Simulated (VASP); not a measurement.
# H (Cmc2_1) in VASP: single point with PBE

Aim: the single point of H with PBE.

Program: VASP 6.6.1. These are calculated values, not measurements. Logs are shortened: lines on timing, memory, paths and dates and some standing lists are left out, and cuts for length are marked.

## (1) The cell of the first run

Symmetry: Cmc2_1, No. 36, orthorhombic system. The conventional cell has a = 3.256 Å, b = 5.323 Å, c = 6.258 Å, α = 90.00°, β = 90.00°, γ = 90.00°. H (site symmetry m) has 1 H at 0.77 Å within 1.0 Å. Within 1.0 Å of H (site symmetry m) lie 1 H at 0.77 Å.

## (2) Single point, PBE (strained and its atoms moved)

File INCAR:

```
PREC = Accurate ; ENCUT = 500
EDIFF = 1E-6 ; ISMEAR = 0
SIGMA = 0.02 ; LREAL = F
LASPH = T ; NELM = 120
ALGO = Normal ; ISIF = 2
LWAVE = F ; LCHARG = F
GGA = PE ; NBANDS = 10
GGA_COMPAT = F
```

File KPOINTS:

```
Automatic mesh
0
Gamma
  8 8 4
```

File POSCAR:

```
H
1.0
    1.6278922411     -2.6615657931      0.0000000000
    1.6278922411      2.6615657931      0.0000000000
    0.0000000000      0.0000000000      6.2580180431
H
4
Direct
    0.5935977224      0.4064022776      0.9870962760
    0.4529421355      0.5470578645      0.0129037240
    0.4064022776      0.5935977224      0.4870962760
    0.5470578645      0.4529421355      0.5129037240
```

Potentials or basis: VASP PAW PBE potentials, release 64 (H).

Launch:

```sh
$ cat potpaw_PBE.64/H/POTCAR > POTCAR
$ mpirun -np 1 vasp_std > vasp.out
```

OUTCAR:

```text
PREC = Accurate
   ENCUT = 500
   EDIFF = 1E-6
   ISMEAR = 0
   LREAL = F
   LASPH = T
   NELM = 120
   ISIF = 2
   GGA = PE

 ion  position               nearest neighbor table
   1  0.594  0.406  0.987-   2 0.77
   2  0.453  0.547  0.013-   1 0.77
   3  0.406  0.594  0.487-   4 0.77
   4  0.547  0.453  0.513-   3 0.77

  LATTYP: Found a base centered orthorhombic cell.
 ALAT       =     3.2557844822
 B/A-ratio  =     1.6349766440
 C/A-ratio  =     1.9221229407

  Lattice vectors:

 A1 = (   1.6278922411,  -2.6615657931,   0.0000000000)
 A2 = (   1.6278922411,   2.6615657931,   0.0000000000)
 A3 = (   0.0000000000,   0.0000000000,   6.2580180431)

Analysis of symmetry for initial positions (statically):
=====================================================================
 Subroutine PRICEL returns:
 Original cell was already a primitive cell.

 Routine SETGRP: Setting up the symmetry group for a
 base centered orthorhombic supercell.

 Subroutine GETGRP returns: Found  4 space group operations
 (whereof  2 operations were pure point group operations)
 out of a pool of  8 trial point group operations.

The static configuration has the point symmetry C_1h.
 The point group associated with its full space group is C_2v.

Analysis of symmetry for dynamics (positions and initial velocities):
=====================================================================
 Subroutine PRICEL returns:
 Original cell was already a primitive cell.

 Routine SETGRP: Setting up the symmetry group for a
 base centered orthorhombic supercell.

 Subroutine GETGRP returns: Found  4 space group operations
 (whereof  2 operations were pure point group operations)
 out of a pool of  8 trial point group operations.

The dynamic configuration has the point symmetry C_1h.
 The point group associated with its full space group is C_2v.

 Subroutine INISYM returns: Found  4 space group operations
 (whereof  2 operations are pure point group operations),
 and found     1 'primitive' translations

----------------------------------------------------------------------------------------

                                     Primitive cell

  volume of cell :      54.2288

  direct lattice vectors                    reciprocal lattice vectors
     1.627892241 -2.661565793  0.000000000     0.307145637 -0.187859343  0.000000000
     1.627892241  2.661565793  0.000000000     0.307145637  0.187859343  0.000000000
     0.000000000  0.000000000  6.258018043     0.000000000  0.000000000  0.159795001

  length of vectors
     3.119930387  3.119930387  6.258018043     0.360041074  0.360041074  0.159795001

  position of ions in fractional coordinates (direct lattice)
     0.593597722  0.406402278  0.987096276
     0.452942136  0.547057864  0.012903724
     0.406402278  0.593597722  0.487096276
     0.547057864  0.452942136  0.512903724

  ion indices of the primitive-cell ions
   primitive index   ion index
                 1           1
                 2           2
                 3           3
                 4           4

----------------------------------------------------------------------------------------

 KPOINTS: Automatic mesh

Automatic generation of k-mesh.
 Grid dimensions read from file:
 generate k-points for:    8    8    4

 Generating k-lattice:

  Cartesian coordinates                     Fractional coordinates (reciprocal lattice)
     0.038393205 -0.023482418  0.000000000     0.125000000  0.000000000  0.000000000
     0.038393205  0.023482418  0.000000000     0.000000000  0.125000000  0.000000000
     0.000000000  0.000000000  0.039948750     0.000000000  0.000000000  0.250000000

  Length of vectors
     0.045005134  0.045005134  0.039948750

  Shift w.r.t. Gamma in fractional coordinates (k-lattice)
     0.000000000  0.000000000  0.000000000

 Subroutine IBZKPT returns following result:
 ===========================================

 Found     63 irreducible k-points:

 Following reciprocal coordinates:
            Coordinates               Weight
  0.000000  0.000000  0.000000      1.000000
  0.125000  0.000000  0.000000      4.000000
  0.250000  0.000000  0.000000      4.000000
  0.375000  0.000000  0.000000      4.000000
  0.500000  0.000000  0.000000      2.000000
  0.125000  0.125000  0.000000      2.000000
[... 16 lines left out ...]
  0.125000  0.000000  0.250000      8.000000
  0.250000  0.000000  0.250000      8.000000
 [... further k-points ...]
   k-points           NKPTS =     63   k-points in BZ     NKDIM =     63   number of bands    NBANDS=     10
   number of dos      NEDOS =    301   number of ions     NIONS =      4
   total plane-waves  NPLWV =  27648
   dimension x,y,z NGX =    24 NGY =   24 NGZ =   48
   dimension x,y,z NGXF=    48 NGYF=   48 NGZF=   96
   ions per type =               4
   NGX,Y,Z   is equivalent  to a cutoff of  12.79, 12.79, 12.75 a.u.
   NGXF,Y,Z  is equivalent  to a cutoff of  25.58, 25.58, 25.50 a.u.
 SYSTEM =  unknown system
   PREC   = accura    normal or accurate (medium, high low for compatibility)
   ISTART =      0    job   : 0-new  1-cont  2-samecut
   ICHARG =      2    charge: 1-file 2-atom 10-const
   ISPIN  =      1    spin polarized calculation?
   LNONCOLLINEAR =      F non collinear calculations
   LSORBIT =      F    spin-orbit coupling
   LASPH  =      T    aspherical Exc in radial PAW
   ENCUT  =  500.0 eV  36.75 Ry    6.06 a.u.   5.69  5.69 11.41*2*pi/ulx,y,z
   NELM   =    120;   NELMIN=  2; NELMDL= -5     # of ELM steps
   EDIFF  = 0.1E-05   stopping-criterion for ELM
   LREAL  =      F    real-space projection
   EDIFFG = 0.1E-04   stopping-criterion for IOM
   NSW    =      0    number of steps for IOM
   IBRION =     -1    ionic relax: 0-MD 1-quasi-New 2-CG
   NFREE  =      0    steps in history (QN), initial steepest desc. (CG)
   ISIF   =      2    stress and relaxation
   ISYM   =      2    0-nonsym 1-usesym 2-fastsym
   POTIM  = 0.5000    time-step for ionic-motion
   TEBEG  =    0.0;   TEEND  =   0.0 temperature during run
   PSTRESS=    0.0 pullay stress
   NELECT =       4.0000    total number of electrons
   NUPDOWN=      -1.0000    fix difference up-down
   EMIN   =  10.00;   EMAX   =-10.00  energy-range for DOS
   EFERMI =   0.00;   METHOD = LEGACY
   ISMEAR =     0;   SIGMA  =   0.02  broadening in eV -4-tet -1-fermi 0-gaus
   EFERMI_NEDOS =   21; number of points for ismear=-14 and -15
   IALGO  =     38    algorithm
   IMIX   =      4    mixing-type and parameters
     AMIX     =   0.40;   BMIX     =  1.00
     AMIX_MAG =   1.60;   BMIX_MAG =  1.00
  volume/ion in A,a.u.               =      13.56        91.49
  Fermi-wavevector in a.u.,A,eV,Ry     =   0.686570  1.297430  6.413495  0.471379
  Thomas-Fermi vector in A             =   1.766837
   LORBIT       =      0    0 simple, 1 ext, 2 COOP (PROOUT), +10 PAW based schemes
   GGA     = PE    functional components
   LHFCALC =     F    Hartree Fock is set to
   AEXX    =    0.0000 exact exchange contribution
   IVDW    =     0    specifies the selected vdW correction
   LEPSILON=     F    determine dielectric tensor
   LRPA    =     F    only Hartree local field effects (RPA)
 non-spin polarized calculation
 Gauss-broadening in eV      SIGMA  =   0.02
  energy-cutoff  :      500.00
  volume of cell :       54.23
 maximum number of plane-waves:      1390
   NGX = 11   NGY = 11   NGZ = 23

 number of electron       4.0000000 magnetization

 Free energy of the ion-electron system (eV)
  ---------------------------------------------------
  ext. energy  EPLUGINS =         0.00000000
  ---------------------------------------------------
  free energy    TOTEN  =       -13.54859507 eV

  energy without entropy =      -13.54859507  energy(sigma->0) =      -13.54859507

 E-fermi :  -8.1523     XC(G=0):  -4.9655

 val. band max:       -8.2881746282   @ k =   0.5000   0.5000   0.0000
 cond. band min:      -0.2522888461   @ k =   0.5000   0.5000   0.0000
 fundamental gap:      8.0358857821
 Fermi energy:        -8.1522661441

 k-point     1 :       0.0000    0.0000    0.0000
  band No.  band energies     occupation
      1     -10.4132      2.00000
      2      -9.6536      2.00000
      3       0.6392      0.00000
      4       4.2127      0.00000
      5       8.5505      0.00000
      6       8.5891      0.00000
      7       8.9955      0.00000
      8      10.7564      0.00000
      9      13.1790      0.00000
     10      13.3192      0.00000

 k-point     2 :       0.1250    0.0000    0.0000
  band No.  band energies     occupation
      1     -10.2563      2.00000
      2      -9.5206      2.00000
      3       0.9293      0.00000
      4       3.8103      0.00000
      5       7.0736      0.00000
      6       8.0736      0.00000
      7       9.3877      0.00000
      8      10.9639      0.00000
      9      11.4652      0.00000
     10      13.6072      0.00000

 k-point     3 :       0.2500    0.0000    0.0000
  band No.  band energies     occupation
      1      -9.8415      2.00000
      2      -9.1743      2.00000
      3       1.7482      0.00000
      4       2.6638      0.00000
      5       5.0366      0.00000
      6       7.4908      0.00000
      7       9.4391      0.00000
      8       9.9139      0.00000
      9      11.4103      0.00000
     10      11.8161      0.00000
[... 248 lines left out ...]
 k-point    23 :       0.1250    0.0000    0.2500
  band No.  band energies     occupation
      1     -10.1607      2.00000
      2      -9.6426      2.00000
      3       1.3592      0.00000
      4       3.4494      0.00000
      5       7.0017      0.00000
      6       7.6092      0.00000
      7       9.3163      0.00000
      8      10.0767      0.00000
      9      12.6187      0.00000
     10      14.1836      0.00000

 k-point    24 :       0.2500    0.0000    0.2500
  band No.  band energies     occupation
      1      -9.7536      2.00000
      2      -9.2833      2.00000
      3       2.0378      0.00000
      4       2.6870      0.00000
      5       5.0346      0.00000
      6       6.8328      0.00000
      7       9.0802      0.00000
      8       9.6474      0.00000
      9      11.2374      0.00000
     10      11.9059      0.00000

 [... further k-points ...]

------------------------ aborting loop because EDIFF is reached ----------------------------------------

  FORCE on cell =-STRESS in cart. coord.  units (eV):
  Direction    XX          YY          ZZ          XY          YZ          ZX
  --------------------------------------------------------------------------------------
  -------------------------------------------------------------------------------------
  Total        0.0532245     -0.7650202     -0.0104014      0.0000000      0.0000000      0.0000000
  in kB        1.5725076    -22.6023625     -0.3073082      0.0000000      0.0000000      0.0000000
  external PRESSURE =      -7.1123877 kB  Pullay stress =       0.0000000 kB

 VOLUME and BASIS-vectors are now :
 -----------------------------------------------------------------------------
  energy-cutoff  :      500.00
  volume of cell :       54.23
      direct lattice vectors                 reciprocal lattice vectors
     1.627892241 -2.661565793  0.000000000     0.307145637 -0.187859343  0.000000000
     1.627892241  2.661565793  0.000000000     0.307145637  0.187859343  0.000000000
     0.000000000  0.000000000  6.258018043     0.000000000  0.000000000  0.159795001

 POSITION                                       TOTAL-FORCE (eV/Angst)
 -----------------------------------------------------------------------------------
      1.62789     -0.49823      6.17727         0.000000      0.523334      0.106076
      1.62789      0.25050      0.08075         0.000000     -0.527138     -0.106076
      1.62789      0.49823      3.04826         0.000000     -0.523334      0.106076
      1.62789     -0.25050      3.20976         0.000000      0.527138     -0.106076
 -----------------------------------------------------------------------------------
    total drift:                               -0.000000      0.000000      0.000087

  FREE ENERGIE OF THE ION-ELECTRON SYSTEM (eV)
  ---------------------------------------------------
  free  energy   TOTEN  =       -13.5485950685 eV

  energy  without entropy=      -13.5485950685  energy(sigma->0) =      -13.54859507
```

It took 8.6 s on 1 thread of Intel Xeon 6975P-C (Granite Rapids), shared host; peak memory 0.17 GiB.

What came out:

```yaml
Free_energy: -13.5486 eV
Pressure: -0.7 GPa
Largest_force: 0.538 eV/Å
Band_gap_on_the_k_mesh: 8.04 eV, direct
```

Forces in eV/Å, atoms in the order of the input:
```
H    0.000  0.523  0.106
H    0.000 -0.527 -0.106
H    0.000 -0.523  0.106
H    0.000  0.527 -0.106
```

Levels at points of the mesh, in eV from the valence-band top:
| k point | band 1 | band 2 | band 3 | band 4 | band 5 | band 6 |
| --- | --- | --- | --- | --- | --- | --- |
| (0.00, 0.00, 0.00) | -2.12 | -1.37 | 8.93 | 12.50 | 16.84 | 16.88 |
| (0.50, 0.00, 0.00) | -0.84 | -0.32 | 8.94 | 11.16 | 12.84 | 14.83 |
| (0.50, 0.50, 0.00) | -0.48 | 0.00 | 8.04 | 9.82 | 13.61 | 14.88 |
| (0.00, 0.00, 0.50) | -1.77 | -1.77 | 10.57 | 10.57 | 16.71 | 16.71 |
| (0.50, 0.00, 0.50) | -0.59 | -0.59 | 9.75 | 9.75 | 14.41 | 14.41 |
| (0.50, 0.50, 0.50) | -0.25 | -0.25 | 8.73 | 8.73 | 14.88 | 14.88 |

Caveat: the cell differs from its parent crystal (strained and its atoms moved). A k mesh can miss the band edges.
